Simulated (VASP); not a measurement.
# SnO2 (Imma) in VASP: single point with LDA

Aim: the single point of SnO2 with LDA.

Program: VASP 6.6.1. These are calculated values, not measurements. Logs are shortened: lines on timing, memory, paths and dates and some standing lists are left out, and cuts for length are marked.

## (1) The cell of the first run

It takes space group Imma (No. 74, orthorhombic). Conventional cell: a = 3.972 Å, b = 4.369 Å, c = 10.180 Å, α = 90.00°, β = 90.00°, γ = 90.00°. Within 2.7 Å of Sn (site symmetry mm2) lie 6 O at 2.04 to 2.24 Å. O (site symmetry mm2) has 3 Sn at 2.04 to 2.07 Å and 2 O at 2.54 Å within 2.7 Å. Within 2.8 Å of O (site symmetry mm2) lie 3 Sn at 2.07 to 2.24 Å and 2 O at 2.70 Å.

## (2) Single point, LDA (strain +0.1000 x Voigt [0, 1, 0, 0, 0, 0])

INCAR reads:

```
SYSTEM = SnO2
PREC = Accurate
ENCUT = 520
EDIFF = 1E-7
ISMEAR = 0
SIGMA = 0.05
LREAL = .False.
LASPH = .True.
NELM = 60
ALGO = Normal
ISIF = 2
LWAVE = .False.
LCHARG = .False.
NBANDS = 35
```

KPOINTS reads:

```
regular mesh
0
Gamma
  10 10 10
  0 0 0
```

POSCAR reads:

```
SnO2
1.0
   -1.9861130355      2.1847243390      5.0901677926
    1.9861130355     -2.1847243390      5.0901677926
    1.9861130355      2.1847243390     -5.0901677926
Sn O
2 4
Direct
    0.7500000000      0.2500000000      0.5000000000
    0.0000000000      0.0000000000      0.0000000000
    0.7969975836      0.7969975836      0.0000000000
    0.9530024164      0.4530024164      0.5000000000
    0.2030024164      0.2030024164      0.0000000000
    0.5469975836      0.0469975836      0.5000000000
```

Potentials or basis: VASP PAW LDA potentials, release 64 (Sn_d, O).

The run is started by

```
> cat potpaw_LDA.64/Sn_d/POTCAR potpaw_LDA.64/O/POTCAR > POTCAR
> mpirun -np 1 vasp_std > vasp.out
```

OUTCAR:

```text
SYSTEM = SnO2
   PREC = Accurate
   ENCUT = 520
   EDIFF = 1E-7
   ISMEAR = 0
   LREAL = .False.
   LASPH = .True.
   NELM = 60
   ISIF = 2

 ion  position               nearest neighbor table
   1  0.750  0.250  0.500-   3 2.04   3 2.04   6 2.07   4 2.07   5 2.24   5 2.24   2 3.23   2 3.23
                             2 3.35   2 3.35
   2  0.000  0.000  0.000-   4 2.04   4 2.04   5 2.07   3 2.07   6 2.24   6 2.24   1 3.23   1 3.23
                             1 3.35   1 3.35
   3  0.797  0.797  0.000-   1 2.04   1 2.04   2 2.07
   4  0.953  0.453  0.500-   2 2.04   2 2.04   1 2.07
   5  0.203  0.203  0.000-   2 2.07   1 2.24   1 2.24
   6  0.547  0.047  0.500-   1 2.07   2 2.24   2 2.24

  LATTYP: Found a body centered orthorhombic cell.
 ALAT       =     3.9722260710
 B/A-ratio  =     1.1000000000
 C/A-ratio  =     2.5628792026

  Lattice vectors:

 A1 = (  -1.9861130355,   2.1847243390,   5.0901677926)
 A2 = (   1.9861130355,  -2.1847243390,   5.0901677926)
 A3 = (   1.9861130355,   2.1847243390,  -5.0901677926)

Analysis of symmetry for initial positions (statically):
=====================================================================
 Subroutine PRICEL returns:
 Original cell was already a primitive cell.

 Routine SETGRP: Setting up the symmetry group for a
 body centered orthorhombic supercell.

 Subroutine GETGRP returns: Found  8 space group operations
 (whereof  4 operations were pure point group operations)
 out of a pool of  8 trial point group operations.

The static configuration has the point symmetry C_2v.
 The point group associated with its full space group is D_2h.

Analysis of symmetry for dynamics (positions and initial velocities):
=====================================================================
 Subroutine PRICEL returns:
 Original cell was already a primitive cell.

 Routine SETGRP: Setting up the symmetry group for a
 body centered orthorhombic supercell.

 Subroutine GETGRP returns: Found  8 space group operations
 (whereof  4 operations were pure point group operations)
 out of a pool of  8 trial point group operations.

The dynamic configuration has the point symmetry C_2v.
 The point group associated with its full space group is D_2h.

 Subroutine INISYM returns: Found  8 space group operations
 (whereof  4 operations are pure point group operations),
 and found     1 'primitive' translations

----------------------------------------------------------------------------------------

                                     Primitive cell

  volume of cell :      88.3472

  direct lattice vectors                    reciprocal lattice vectors
    -1.986113036  2.184724339  5.090167793     0.000000000  0.228861825  0.098228589
     1.986113036 -2.184724339  5.090167793     0.251748008  0.000000000  0.098228589
     1.986113036  2.184724339 -5.090167793     0.251748008  0.228861825  0.000000000

  length of vectors
     5.884511329  5.884511329  5.884511329     0.249051382  0.270233076  0.340227563

  position of ions in fractional coordinates (direct lattice)
     0.750000000  0.250000000  0.500000000
     0.000000000  0.000000000  0.000000000
     0.796997584  0.796997584  0.000000000
     0.953002416  0.453002416  0.500000000
     0.203002416  0.203002416  0.000000000
     0.546997584  0.046997584  0.500000000

  ion indices of the primitive-cell ions
   primitive index   ion index
                 1           1
                 2           2
                 3           3
                 4           4
                 5           5
                 6           6

----------------------------------------------------------------------------------------

 KPOINTS: regular mesh

Automatic generation of k-mesh.
 Grid dimensions read from file:
 generate k-points for:   10   10   10

 Generating k-lattice:

  Cartesian coordinates                     Fractional coordinates (reciprocal lattice)
     0.000000000  0.022886183  0.009822859     0.100000000 -0.000000000  0.000000000
     0.025174801  0.000000000  0.009822859     0.000000000  0.100000000  0.000000000
     0.025174801  0.022886183  0.000000000     0.000000000 -0.000000000  0.100000000

  Length of vectors
     0.024905138  0.027023308  0.034022756

  Shift w.r.t. Gamma in fractional coordinates (k-lattice)
     0.000000000  0.000000000  0.000000000

 Subroutine IBZKPT returns following result:
 ===========================================

 Found    171 irreducible k-points:

 Following reciprocal coordinates:
            Coordinates               Weight
  0.000000  0.000000  0.000000      1.000000
  0.100000 -0.000000  0.000000      4.000000
  0.200000 -0.000000  0.000000      4.000000
  0.300000  0.000000  0.000000      4.000000
  0.400000  0.000000  0.000000      4.000000
  0.500000  0.000000 -0.000000      2.000000
[... 16 lines left out ...]
 -0.400000  0.200000  0.000000      8.000000
 -0.300000  0.200000  0.000000      8.000000
 [... further k-points ...]
   k-points           NKPTS =    171   k-points in BZ     NKDIM =    171   number of bands    NBANDS=     35
   number of dos      NEDOS =    301   number of ions     NIONS =      6
   total plane-waves  NPLWV = 110592
   dimension x,y,z NGX =    48 NGY =   48 NGZ =   48
   dimension x,y,z NGXF=    96 NGYF=   96 NGZF=   96
   ions per type =               2   4
   NGX,Y,Z   is equivalent  to a cutoff of  13.56, 13.56, 13.56 a.u.
   NGXF,Y,Z  is equivalent  to a cutoff of  27.12, 27.12, 27.12 a.u.
 SYSTEM =  SnO2
   PREC   = accura    normal or accurate (medium, high low for compatibility)
   ISTART =      0    job   : 0-new  1-cont  2-samecut
   ICHARG =      2    charge: 1-file 2-atom 10-const
   ISPIN  =      1    spin polarized calculation?
   LNONCOLLINEAR =      F non collinear calculations
   LSORBIT =      F    spin-orbit coupling
   LASPH  =      T    aspherical Exc in radial PAW
   ENCUT  =  520.0 eV  38.22 Ry    6.18 a.u.  10.94 10.94 10.94*2*pi/ulx,y,z
   NELM   =     60;   NELMIN=  2; NELMDL= -5     # of ELM steps
   EDIFF  = 0.1E-06   stopping-criterion for ELM
   LREAL  =      F    real-space projection
   EDIFFG = 0.1E-05   stopping-criterion for IOM
   NSW    =      0    number of steps for IOM
   IBRION =     -1    ionic relax: 0-MD 1-quasi-New 2-CG
   NFREE  =      0    steps in history (QN), initial steepest desc. (CG)
   ISIF   =      2    stress and relaxation
   ISYM   =      2    0-nonsym 1-usesym 2-fastsym
   POTIM  = 0.5000    time-step for ionic-motion
   TEBEG  =    0.0;   TEEND  =   0.0 temperature during run
   PSTRESS=    0.0 pullay stress
   NELECT =      52.0000    total number of electrons
   NUPDOWN=      -1.0000    fix difference up-down
   EMIN   =  10.00;   EMAX   =-10.00  energy-range for DOS
   EFERMI =   0.00;   METHOD = LEGACY
   ISMEAR =     0;   SIGMA  =   0.05  broadening in eV -4-tet -1-fermi 0-gaus
   EFERMI_NEDOS =   21; number of points for ismear=-14 and -15
   IALGO  =     38    algorithm
   IMIX   =      4    mixing-type and parameters
     AMIX     =   0.40;   BMIX     =  1.00
     AMIX_MAG =   1.60;   BMIX_MAG =  1.00
  volume/ion in A,a.u.               =      14.72        99.37
  Fermi-wavevector in a.u.,A,eV,Ry     =   1.371971  2.592650 25.610320  1.882305
  Thomas-Fermi vector in A             =   2.497620
   LORBIT       =      0    0 simple, 1 ext, 2 COOP (PROOUT), +10 PAW based schemes
   GGA     = CA    functional components
   LHFCALC =     F    Hartree Fock is set to
   AEXX    =    0.0000 exact exchange contribution
   IVDW    =     0    specifies the selected vdW correction
   LEPSILON=     F    determine dielectric tensor
   LRPA    =     F    only Hartree local field effects (RPA)
 non-spin polarized calculation
 Gauss-broadening in eV      SIGMA  =   0.05
  energy-cutoff  :      520.00
  volume of cell :       88.35
 maximum number of plane-waves:      2414
 NGX is ok and might be reduce to    48
   NGX = 21   NGY = 21   NGZ = 21

 number of electron      52.0000000 magnetization

 Free energy of the ion-electron system (eV)
  ---------------------------------------------------
  ext. energy  EPLUGINS =         0.00000000
  ---------------------------------------------------
  free energy    TOTEN  =       -41.08915231 eV

  energy without entropy =      -41.08915231  energy(sigma->0) =      -41.08915231

 E-fermi :   3.3906     XC(G=0): -10.4851

 val. band max:        3.1259739795   @ k =   0.5000   0.5000   0.5000
 cond. band min:       4.0579710436   @ k =   0.0000   0.0000   0.0000
 fundamental gap:      0.9319970640
 Fermi energy:         3.3906349153

 k-point     1 :       0.0000    0.0000    0.0000
  band No.  band energies     occupation
      1     -17.5635      2.00000
      2     -17.3856      2.00000
      3     -17.0275      2.00000
      4     -16.8343      2.00000
      5     -16.7325      2.00000
      6     -16.6669      2.00000
[... 27 lines left out ...]
     34      14.0943      0.00000
     35      14.8131      0.00000

 k-point     2 :       0.1000   -0.0000    0.0000
  band No.  band energies     occupation
      1     -17.5682      2.00000
      2     -17.3812      2.00000
      3     -17.0168      2.00000
      4     -16.8293      2.00000
      5     -16.7339      2.00000
      6     -16.6658      2.00000
[... 27 lines left out ...]
     34      14.0391      0.00000
     35      14.6717      0.00000

 k-point     3 :       0.2000   -0.0000    0.0000
  band No.  band energies     occupation
      1     -17.5784      2.00000
      2     -17.3730      2.00000
      3     -16.9878      2.00000
      4     -16.8146      2.00000
      5     -16.7376      2.00000
      6     -16.6630      2.00000
[... 27 lines left out ...]
     34      13.8859      0.00000
     35      14.3740      0.00000
[... 723 lines left out ...]
 k-point    23 :      -0.4000    0.2000    0.0000
  band No.  band energies     occupation
      1     -17.4741      2.00000
      2     -17.2452      2.00000
      3     -16.9175      2.00000
      4     -16.8218      2.00000
      5     -16.7251      2.00000
      6     -16.6429      2.00000
[... 27 lines left out ...]
     34      13.5329      0.00000
     35      14.3734      0.00000

 k-point    24 :      -0.3000    0.2000    0.0000
  band No.  band energies     occupation
      1     -17.4655      2.00000
      2     -17.2418      2.00000
      3     -16.9266      2.00000
      4     -16.8732      2.00000
      5     -16.7248      2.00000
      6     -16.6522      2.00000
[... 27 lines left out ...]
     34      13.5277      0.00000
     35      14.1199      0.00000

 [... further k-points ...]

------------------------ aborting loop because EDIFF is reached ----------------------------------------

  FORCE on cell =-STRESS in cart. coord.  units (eV):
  Direction    XX          YY          ZZ          XY          YZ          ZX
  --------------------------------------------------------------------------------------
  -------------------------------------------------------------------------------------
  Total       -0.1581096    -12.4553317     -4.4948785      0.0000000      0.0000000      0.0000000
  in kB       -2.8673194   -225.8776096    -81.5146816      0.0000000      0.0000000      0.0000000
  external PRESSURE =    -103.4198702 kB  Pullay stress =       0.0000000 kB

 VOLUME and BASIS-vectors are now :
 -----------------------------------------------------------------------------
  energy-cutoff  :      520.00
  volume of cell :       88.35
      direct lattice vectors                 reciprocal lattice vectors
    -1.986113036  2.184724339  5.090167793     0.000000000  0.228861825  0.098228589
     1.986113036 -2.184724339  5.090167793     0.251748008  0.000000000  0.098228589
     1.986113036  2.184724339 -5.090167793     0.251748008  0.228861825  0.000000000

 POSITION                                       TOTAL-FORCE (eV/Angst)
 -----------------------------------------------------------------------------------
     -0.00000      2.18472      2.54508         0.000000      0.000000     -1.655275
      0.00000      0.00000      0.00000         0.000000     -0.000000      1.655275
      0.00000      0.00000      8.11370        -0.000000      0.000000      0.137923
     -0.00000      2.18472      4.61172        -0.000000      0.000000     -0.137923
      0.00000      0.00000      2.06663        -0.000000     -0.000000     -0.187577
      0.00000      2.18472      0.47845        -0.000000      0.000000      0.187577
 -----------------------------------------------------------------------------------
    total drift:                                0.000000     -0.000000      0.000000

  FREE ENERGIE OF THE ION-ELECTRON SYSTEM (eV)
  ---------------------------------------------------
  free  energy   TOTEN  =       -41.0891523090 eV

  energy  without entropy=      -41.0891523090  energy(sigma->0) =      -41.08915231
```

Wall time 7.7 min (1 thread of Intel Xeon 6975P-C (Granite Rapids), shared host); peak memory 0.54 GiB.

What came out:

```
Free energy            : -41.0892 eV
Pressure               : -10.3 GPa
Largest force          : 1.655 eV/Å
Band gap on the k mesh : 0.93 eV (least direct gap 1.00 eV)
```

Forces in eV/Å, atoms in the order of the input:
```
Sn   0.000  0.000 -1.655
Sn   0.000  0.000  1.655
O    0.000  0.000  0.138
O    0.000  0.000 -0.138
O    0.000  0.000 -0.188
O    0.000  0.000  0.188
```

Caveat: the cell differs from its parent crystal (strain +0.1000 x Voigt [0, 1, 0, 0, 0, 0]); the stress differs along the axes, from -23 to -0 GPa; spin-orbit coupling is left out, which moves the levels of the heavy elements; forces of over 1 eV/Å act on the atoms, so gaps and moduli don't describe the material at rest.
